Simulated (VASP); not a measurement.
Ga2FeN2: single point with PBE

Crystal: Ga2FeN2.

```xyz
5
Lattice="4.6806 0.0000 0.0000 0.0000 4.6806 0.0000 0.0000 0.0000 4.7805" Properties=species:S:1:pos:R:3 pbc="T T T"
Ga    0.0000    2.3403    2.3903
Ga    2.3403    0.0000    2.3903
Fe    0.0000    0.0000    2.3903
N     0.0000    0.0000    4.2053
N     0.0000    0.0000    0.5752
```

| Property | Result |
| --- | --- |
| Program | VASP 6.6.1 |
| Task | single point |
| Functional | PBE |
| Potentials or basis | VASP PAW PBE potentials, release 64 (Ga_d, Fe, N) |
| Cutoff | 520 eV |
| k mesh | 8 × 8 × 6 |
| Occupations | gaussian, width 0.1 eV |
| Spin | no spin polarisation |

```yaml
Pressure: 0.6 GPa
Largest_force: 0.678 eV/Å
Band_gap_on_the_k_mesh: zero (band 22 reaches 3.67 eV, above the bottom of band 23 at 2.27 eV)
```

Forces in eV/Å, atoms in the order of the input:
```
Ga   0.000  0.000  0.000
Ga   0.000  0.000  0.000
Fe   0.000  0.000  0.000
N    0.000  0.000 -0.678
N    0.000  0.000  0.678
```

Stress tensor (GPa, compression positive):
```
-0.02  0.00  0.00
 0.00 -0.02  0.00
 0.00  0.00  1.74
```

Levels at points of the mesh, in eV from the Fermi level:
| k point | band 20 | band 21 | band 22 | band 23 | band 24 | band 25 |
| --- | --- | --- | --- | --- | --- | --- |
| (0.00, 0.00, 0.00) | -1.45 | -0.46 | -0.46 | 0.60 | 0.89 | 1.16 |
| (0.50, 0.00, 0.00) | -2.64 | -1.94 | 0.94 | 1.04 | 1.70 | 1.74 |
| (0.50, 0.50, 0.00) | -3.33 | -3.23 | -2.31 | 0.09 | 1.83 | 1.83 |
| (0.00, 0.00, 0.50) | -1.44 | -1.18 | -1.18 | -0.46 | 0.35 | 0.77 |
| (0.50, 0.00, 0.50) | -1.46 | -1.37 | -1.18 | 0.61 | 0.92 | 1.11 |
| (0.50, 0.50, 0.50) | -2.30 | -1.35 | -1.35 | 0.31 | 1.34 | 1.34 |

It took 100 s on 1 thread of AMD EPYC 9R45 96-Core Processor (Zen 5), with other jobs on the host, peak memory 0.29 GiB.

Caveat: the standard files for N, O and F lose accuracy on very short bonds; the run has no spin polarisation, though such a crystal can be magnetic. Spin polarisation is off, so any magnetic state and its effect on volume and gap are missing.
